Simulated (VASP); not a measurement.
# Mo (Pm-3m) in VASP: further runs

Runs on Mo. Level: PBE. Tasks: single point, relaxation of cell and atoms.

Program: VASP 6.6.1. These are calculated values, not measurements. Logs are shortened: lines on timing, memory, paths and dates and some standing lists are left out, and cuts for length are marked.

### 1 The cell of the first run

The structure is cubic, space group Pm-3m (No. 221). Conventional cell: a = 2.560 Å, b = 2.560 Å, c = 2.560 Å, α = 90.00°, β = 90.00°, γ = 90.00°. Mo (site symmetry m-3m) has 6 Mo at 2.56 Å within 3.4 Å.

### 2 Single point, PBE

Contents of INCAR:

```
PREC = Accurate ; ENCUT = 520
EDIFF = 1E-6 ; ISMEAR = 0
SIGMA = 0.05 ; LREAL = F
LASPH = T ; NELM = 60
ALGO = Normal ; ISIF = 2
LWAVE = F ; LCHARG = F
GGA = PE ; NBANDS = 13
```

Contents of KPOINTS:

```
Automatic mesh
0
Gamma
  9 9 9
```

Contents of POSCAR:

```
Mo
1.0
    2.5598842744      0.0000000000      0.0000000000
    0.0000000000      2.5598842744      0.0000000000
    0.0000000000      0.0000000000      2.5598842744
Mo
1
Direct
    0.0000000000      0.0000000000      0.0000000000
```

Potentials or basis: VASP PAW PBE potentials, release 64 (Mo_sv).

The run is started by

```sh
$ cat potpaw_PBE.64/Mo_sv/POTCAR > POTCAR
$ mpirun -np 1 vasp_std > vasp.out
```

OUTCAR:

```text
PREC = Accurate
   ENCUT = 520
   EDIFF = 1E-6
   ISMEAR = 0
   LREAL = F
   LASPH = T
   NELM = 60
   ISIF = 2
   GGA = PE

 ion  position               nearest neighbor table
   1  0.000  0.000  0.000-

  LATTYP: Found a simple cubic cell.
 ALAT       =     2.5598842744

  Lattice vectors:

 A1 = (   2.5598842744,   0.0000000000,   0.0000000000)
 A2 = (   0.0000000000,   2.5598842744,   0.0000000000)
 A3 = (   0.0000000000,   0.0000000000,   2.5598842744)

Analysis of symmetry for initial positions (statically):
=====================================================================
 Subroutine PRICEL returns:
 Original cell was already a primitive cell.

 Routine SETGRP: Setting up the symmetry group for a
 simple cubic supercell.

 Subroutine GETGRP returns: Found 48 space group operations
 (whereof 48 operations were pure point group operations)
 out of a pool of 48 trial point group operations.

The static configuration has the point symmetry O_h .

Analysis of symmetry for dynamics (positions and initial velocities):
=====================================================================
 Subroutine PRICEL returns:
 Original cell was already a primitive cell.

 Routine SETGRP: Setting up the symmetry group for a
 simple cubic supercell.

 Subroutine GETGRP returns: Found 48 space group operations
 (whereof 48 operations were pure point group operations)
 out of a pool of 48 trial point group operations.

The dynamic configuration has the point symmetry O_h .

 Subroutine INISYM returns: Found 48 space group operations
 (whereof 48 operations are pure point group operations),
 and found     1 'primitive' translations

----------------------------------------------------------------------------------------

                                     Primitive cell

  volume of cell :      16.7749

  direct lattice vectors                    reciprocal lattice vectors
     2.559884274  0.000000000  0.000000000     0.390642659  0.000000000  0.000000000
     0.000000000  2.559884274  0.000000000     0.000000000  0.390642659  0.000000000
     0.000000000  0.000000000  2.559884274     0.000000000  0.000000000  0.390642659

  length of vectors
     2.559884274  2.559884274  2.559884274     0.390642659  0.390642659  0.390642659

  position of ions in fractional coordinates (direct lattice)
     0.000000000  0.000000000  0.000000000

  ion indices of the primitive-cell ions
   primitive index   ion index
                 1           1

----------------------------------------------------------------------------------------

 KPOINTS: Automatic mesh

Automatic generation of k-mesh.
 Grid dimensions read from file:
 generate k-points for:    9    9    9

 Generating k-lattice:

  Cartesian coordinates                     Fractional coordinates (reciprocal lattice)
     0.043404740  0.000000000  0.000000000     0.111111111  0.000000000  0.000000000
     0.000000000  0.043404740  0.000000000     0.000000000  0.111111111  0.000000000
     0.000000000  0.000000000  0.043404740     0.000000000  0.000000000  0.111111111

  Length of vectors
     0.043404740  0.043404740  0.043404740

  Shift w.r.t. Gamma in fractional coordinates (k-lattice)
     0.000000000  0.000000000  0.000000000

 Subroutine IBZKPT returns following result:
 ===========================================

 Found     35 irreducible k-points:

 Following reciprocal coordinates:
            Coordinates               Weight
  0.000000  0.000000  0.000000      1.000000
  0.111111  0.000000  0.000000      6.000000
  0.222222  0.000000  0.000000      6.000000
  0.333333  0.000000  0.000000      6.000000
  0.444444  0.000000  0.000000      6.000000
  0.111111  0.111111  0.000000     12.000000
[... 16 lines left out ...]
  0.333333  0.333333  0.111111     24.000000
  0.444444  0.333333  0.111111     48.000000
 [... further k-points ...]
   k-points           NKPTS =     35   k-points in BZ     NKDIM =     35   number of bands    NBANDS=     13
   number of dos      NEDOS =    301   number of ions     NIONS =      1
   total plane-waves  NPLWV =   8000
   dimension x,y,z NGX =    20 NGY =   20 NGZ =   20
   dimension x,y,z NGXF=    40 NGYF=   40 NGZF=   40
   ions per type =               1
   NGX,Y,Z   is equivalent  to a cutoff of  12.99, 12.99, 12.99 a.u.
   NGXF,Y,Z  is equivalent  to a cutoff of  25.98, 25.98, 25.98 a.u.
 SYSTEM =  unknown system
   PREC   = accura    normal or accurate (medium, high low for compatibility)
   ISTART =      0    job   : 0-new  1-cont  2-samecut
   ICHARG =      2    charge: 1-file 2-atom 10-const
   ISPIN  =      1    spin polarized calculation?
   LNONCOLLINEAR =      F non collinear calculations
   LSORBIT =      F    spin-orbit coupling
   LASPH  =      T    aspherical Exc in radial PAW
   ENCUT  =  520.0 eV  38.22 Ry    6.18 a.u.   4.76  4.76  4.76*2*pi/ulx,y,z
   NELM   =     60;   NELMIN=  2; NELMDL= -5     # of ELM steps
   EDIFF  = 0.1E-05   stopping-criterion for ELM
   LREAL  =      F    real-space projection
   EDIFFG = 0.1E-04   stopping-criterion for IOM
   NSW    =      0    number of steps for IOM
   IBRION =     -1    ionic relax: 0-MD 1-quasi-New 2-CG
   NFREE  =      0    steps in history (QN), initial steepest desc. (CG)
   ISIF   =      2    stress and relaxation
   ISYM   =      2    0-nonsym 1-usesym 2-fastsym
   POTIM  = 0.5000    time-step for ionic-motion
   TEBEG  =    0.0;   TEEND  =   0.0 temperature during run
   PSTRESS=    0.0 pullay stress
   NELECT =      14.0000    total number of electrons
   NUPDOWN=      -1.0000    fix difference up-down
   EMIN   =  10.00;   EMAX   =-10.00  energy-range for DOS
   EFERMI =   0.00;   METHOD = LEGACY
   ISMEAR =     0;   SIGMA  =   0.05  broadening in eV -4-tet -1-fermi 0-gaus
   EFERMI_NEDOS =   21; number of points for ismear=-14 and -15
   IALGO  =     38    algorithm
   IMIX   =      4    mixing-type and parameters
     AMIX     =   0.40;   BMIX     =  1.00
     AMIX_MAG =   1.60;   BMIX_MAG =  1.00
  volume/ion in A,a.u.               =      16.77       113.20
  Fermi-wavevector in a.u.,A,eV,Ry     =   1.541335  2.912702 32.323566  2.375715
  Thomas-Fermi vector in A             =   2.647296
   LORBIT       =      0    0 simple, 1 ext, 2 COOP (PROOUT), +10 PAW based schemes
   GGA     = PE    functional components
   LHFCALC =     F    Hartree Fock is set to
   AEXX    =    0.0000 exact exchange contribution
   IVDW    =     0    specifies the selected vdW correction
   LEPSILON=     F    determine dielectric tensor
   LRPA    =     F    only Hartree local field effects (RPA)
 non-spin polarized calculation
 Gauss-broadening in eV      SIGMA  =   0.05
  energy-cutoff  :      520.00
  volume of cell :       16.77
 maximum number of plane-waves:       462
 NGX is ok and might be reduce to    20
   NGX =  9   NGY =  9   NGZ =  9

 number of electron      13.9999996 magnetization

 Free energy of the ion-electron system (eV)
  ---------------------------------------------------
  ext. energy  EPLUGINS =         0.00000000
  ---------------------------------------------------
  free energy    TOTEN  =        -9.74761835 eV

  energy without entropy =       -9.74548740  energy(sigma->0) =       -9.74655288

 E-fermi :  11.4023     XC(G=0): -12.8489

 val. band max:       11.3932072774   @ k =   0.4444   0.3333   0.1111
 cond. band min:      11.4221011745   @ k =   0.4444   0.0000   0.0000
 fundamental gap:      0.0288938972
 Fermi energy:        11.4022987470

 k-point     1 :       0.0000    0.0000    0.0000
  band No.  band energies     occupation
      1     -49.7501      2.00000
      2     -22.9131      2.00000
      3     -22.9131      2.00000
      4     -22.9131      2.00000
      5       4.7493      2.00000
      6       6.9627      2.00000
      7       6.9627      2.00000
      8      15.4635      0.00000
      9      15.4635      0.00000
     10      15.4635      0.00000
     11      27.2627      0.00000
     12      27.2627      0.00000
     13      27.2627      0.00000

 k-point     2 :       0.1111    0.0000    0.0000
  band No.  band energies     occupation
      1     -49.7232      2.00000
      2     -23.1262      2.00000
      3     -22.8948      2.00000
      4     -22.8948      2.00000
      5       5.1256      2.00000
      6       7.0622      2.00000
      7       7.4273      2.00000
      8      14.9253      0.00000
      9      14.9253      0.00000
     10      15.5035      0.00000
     11      25.5568      0.00000
     12      28.0356      0.00000
     13      28.0356      0.00000

 k-point     3 :       0.2222    0.0000    0.0000
  band No.  band energies     occupation
      1     -49.6544      2.00000
      2     -23.6453      2.00000
      3     -22.8484      2.00000
      4     -22.8484      2.00000
      5       5.9807      2.00000
      6       7.3259      2.00000
      7       8.8020      2.00000
      8      13.7789      0.00000
      9      13.7789      0.00000
     10      15.6063      0.00000
     11      22.8988      0.00000
     12      29.3624      0.00000
     13      29.8031      0.00000
[... 305 lines left out ...]
 k-point    23 :       0.3333    0.3333    0.1111
  band No.  band energies     occupation
      1     -49.3791      2.00000
      2     -24.0255      2.00000
      3     -23.9931      2.00000
      4     -22.8773      2.00000
      5       7.2907      2.00000
      6       9.0383      2.00000
      7      11.8289      0.00000
      8      11.8390      0.00000
      9      13.4500      0.00000
     10      15.0361      0.00000
     11      22.7697      0.00000
     12      25.6524      0.00000
     13      29.6536      0.00000

 k-point    24 :       0.4444    0.3333    0.1111
  band No.  band energies     occupation
      1     -49.3280      2.00000
      2     -24.3445      2.00000
      3     -23.9586      2.00000
      4     -22.8413      2.00000
      5       6.7634      2.00000
      6       9.3480      2.00000
      7      11.3932      1.20293
      8      12.0263      0.00000
      9      14.1514      0.00000
     10      17.1824      0.00000
     11      21.0709      0.00000
     12      26.2201      0.00000
     13      29.0490      0.00000

 [... further k-points ...]
[... 5 lines left out ...]
  --------------------------------------------------------------------------------------
  -------------------------------------------------------------------------------------
  Total        1.1068113      1.1068113      1.1068113     -0.0000000     -0.0000000      0.0000000
  in kB      105.7117287    105.7117287    105.7117287     -0.0000000     -0.0000000      0.0000000
  external PRESSURE =     105.7117287 kB  Pullay stress =       0.0000000 kB

 VOLUME and BASIS-vectors are now :
 -----------------------------------------------------------------------------
  energy-cutoff  :      520.00
  volume of cell :       16.77
      direct lattice vectors                 reciprocal lattice vectors
     2.559884274  0.000000000  0.000000000     0.390642659  0.000000000  0.000000000
     0.000000000  2.559884274  0.000000000     0.000000000  0.390642659  0.000000000
     0.000000000  0.000000000  2.559884274     0.000000000  0.000000000  0.390642659

 POSITION                                       TOTAL-FORCE (eV/Angst)
 -----------------------------------------------------------------------------------
      0.00000      0.00000      0.00000         0.000000      0.000000      0.000000
 -----------------------------------------------------------------------------------
    total drift:                                0.000000      0.000000      0.000000

  FREE ENERGIE OF THE ION-ELECTRON SYSTEM (eV)
  ---------------------------------------------------
  free  energy   TOTEN  =        -9.7476183544 eV

  energy  without entropy=       -9.7454874001  energy(sigma->0) =       -9.74655288
```

Wall time 8.1 s (1 thread of Intel Xeon 8259CL, shared host); peak memory 0.13 GiB.

What came out:

```
Free energy            : -9.7476 eV
Pressure               : 10.6 GPa
Band gap on the k mesh : zero (band 7 reaches 12.76 eV, above the bottom of band 8 at 10.80 eV)
```

### 3 Relaxation of cell and atoms, PBE

This run uses another cell than the first one, of 17.17 Å³/atom, 1.024 times its volume.

Contents of INCAR:

```
PREC = Accurate ; ENCUT = 600
EDIFF = 1E-7 ; ISMEAR = 0
SIGMA = 0.05 ; LREAL = False
LASPH = True ; NELM = 60
ALGO = Normal ; ISIF = 3
LWAVE = False ; LCHARG = False
GGA = PE ; IBRION = 2
NSW = 80 ; EDIFFG = -0.03
```

KPOINTS is that of step 2.

Contents of POSCAR:

```
Mo
1.0
    2.5800000000      0.0000000000      0.0000000000
    0.0000000000      2.5800000000      0.0000000000
    0.0000000000      0.0000000000      2.5800000000
Mo
1
Direct
    0.0000000000      0.0000000000      0.0000000000
```

Potentials or basis: VASP PAW PBE potentials, release 64 (Mo_sv).

The run is started by

```sh
$ cat potpaw_PBE.64/Mo_sv/POTCAR > POTCAR
$ mpirun -np 1 vasp_std > vasp.out
```

OUTCAR:

```text
PREC = Accurate
   ENCUT = 600
   EDIFF = 1E-7
   ISMEAR = 0
   LREAL = False
   LASPH = True
   NELM = 60
   ISIF = 3
   GGA = PE
   IBRION = 2
   NSW = 80
   EDIFFG = -0.03

 ion  position               nearest neighbor table
   1  0.000  0.000  0.000-

  LATTYP: Found a simple cubic cell.
 ALAT       =     2.5800000000

  Lattice vectors:

 A1 = (   2.5800000000,   0.0000000000,   0.0000000000)
 A2 = (   0.0000000000,   2.5800000000,   0.0000000000)
 A3 = (   0.0000000000,   0.0000000000,   2.5800000000)

Analysis of symmetry for initial positions (statically):
=====================================================================
 Subroutine PRICEL returns:
 Original cell was already a primitive cell.

 Routine SETGRP: Setting up the symmetry group for a
 simple cubic supercell.

 Subroutine GETGRP returns: Found 48 space group operations
 (whereof 48 operations were pure point group operations)
 out of a pool of 48 trial point group operations.

The static configuration has the point symmetry O_h .

Analysis of symmetry for dynamics (positions and initial velocities):
=====================================================================
 Subroutine PRICEL returns:
 Original cell was already a primitive cell.

 Routine SETGRP: Setting up the symmetry group for a
 simple cubic supercell.

 Subroutine GETGRP returns: Found 48 space group operations
 (whereof 48 operations were pure point group operations)
 out of a pool of 48 trial point group operations.

The dynamic configuration has the point symmetry O_h .

 Subroutine INISYM returns: Found 48 space group operations
 (whereof 48 operations are pure point group operations),
 and found     1 'primitive' translations

----------------------------------------------------------------------------------------

                                     Primitive cell
[... 117 lines left out ...]
   IVDW    =     0    specifies the selected vdW correction
   LEPSILON=     F    determine dielectric tensor
   LRPA    =     F    only Hartree local field effects (RPA)
 conjugate gradient relaxation of ions
 non-spin polarized calculation
 Gauss-broadening in eV      SIGMA  =   0.05
  energy-cutoff  :      600.00
  volume of cell :       17.17
 maximum number of plane-waves:       587
 NGX is ok and might be reduce to    24
   NGX = 11   NGY = 11   NGZ = 11

--------------------------------------- Ionic step        1  -------------------------------------------

 number of electron      14.0000002 magnetization

 Free energy of the ion-electron system (eV)
  ---------------------------------------------------
  ext. energy  EPLUGINS =         0.00000000
  ---------------------------------------------------
  free energy    TOTEN  =        -9.76734315 eV

  energy without entropy =       -9.76507033  energy(sigma->0) =       -9.76620674

------------------------ aborting loop because EDIFF is reached ----------------------------------------

  FORCE on cell =-STRESS in cart. coord.  units (eV):
  Direction    XX          YY          ZZ          XY          YZ          ZX
  --------------------------------------------------------------------------------------
  -------------------------------------------------------------------------------------
  Total        0.5608057      0.5608057      0.5608057      0.0000000     -0.0000000     -0.0000000
  in kB       52.3195341     52.3195341     52.3195341      0.0000000     -0.0000000     -0.0000000
  external PRESSURE =      52.3195341 kB  Pullay stress =       0.0000000 kB
[... 22 lines left out ...]
--------------------------------------- Ionic step        2  -------------------------------------------

 number of electron      13.9999998 magnetization

 E-fermi :   9.9532     XC(G=0): -12.2920

 val. band max:        9.9512924475   @ k =   0.4444   0.3333   0.1111
 cond. band min:       9.9979629203   @ k =   0.3333   0.3333   0.2222
 fundamental gap:      0.0466704728
 Fermi energy:         9.9531528920

 k-point     1 :       0.0000    0.0000    0.0000
  band No.  band energies     occupation
      1     -51.2107      2.00000
      2     -24.6019      2.00000
      3     -24.6019      2.00000
      4     -24.6019      2.00000
      5       3.6070      2.00000
      6       6.0091      2.00000
      7       6.0091      2.00000
      8      13.4139      0.00000
      9      13.4139      0.00000
     10      13.4139      0.00000
     11      24.8946      0.00000
[... 356 lines left out ...]
--------------------------------------- Ionic step        3  -------------------------------------------

 number of electron      14.0000000 magnetization

 Free energy of the ion-electron system (eV)
  ---------------------------------------------------
  ext. energy  EPLUGINS =         0.00000000
  ---------------------------------------------------
  free energy    TOTEN  =        -9.77447354 eV

  energy without entropy =       -9.77216641  energy(sigma->0) =       -9.77331997

 E-fermi :  10.6903     XC(G=0): -12.5808

 val. band max:       10.6857551902   @ k =   0.4444   0.3333   0.1111
 cond. band min:      10.7887395396   @ k =   0.3333   0.3333   0.2222
 fundamental gap:      0.1029843494
 Fermi energy:        10.6903215154

 k-point     1 :       0.0000    0.0000    0.0000
  band No.  band energies     occupation
      1     -50.4654      2.00000
      2     -23.7466      2.00000
      3     -23.7466      2.00000
      4     -23.7466      2.00000
      5       4.1821      2.00000
      6       6.4941      2.00000
      7       6.4941      2.00000
      8      14.4532      0.00000
      9      14.4532      0.00000
     10      14.4532      0.00000
     11      26.1059      0.00000
[... 350 lines left out ...]
  FREE ENERGIE OF THE ION-ELECTRON SYSTEM (eV)
  ---------------------------------------------------
  free  energy   TOTEN  =        -9.7744735424 eV

  energy  without entropy=       -9.7721664056  energy(sigma->0) =       -9.77331997

 reached required accuracy - stopping structural energy minimisation
```

It took 31 s on 1 thread of Intel Xeon 8259CL, shared host; peak memory 0.15 GiB.

What came out:

```yaml
Free_energy: -9.7745 eV
Relaxed_volume: 17.63 Å³/atom
Relaxed_cell: a = 2.603 Å, b = 2.603 Å, c = 2.603 Å, α = 90.00°, β = 90.00°, γ = 90.00°
Space_group_after_relaxing_to_0.05_Å: Pm-3m (No. 221)
Energy_gained_by_relaxing: 7.1 meV/atom
Ionic_steps: 3
Pressure_after_relaxing: -0.1 GPa
Band_gap_on_the_k_mesh: zero (band 7 reaches 11.95 eV, above the bottom of band 8 at 10.07 eV)
```

The path:
```tsv
step	energy change (eV)	largest force (eV/Å)	pressure (GPa)	volume (Å³)
1	0.0000	0.0000	5.23	17.17
2	0.0230	0.0000	-9.31	18.61
3	-0.0071	0.0000	-0.08	17.63
```

Final structure:
```
Mo
1.0
     2.60255    0.00000    0.00000
     0.00000    2.60255    0.00000
     0.00000    0.00000    2.60255
Mo
1
Direct
  0.00000 0.00000 0.00000
```

[end of part 1 of 2]
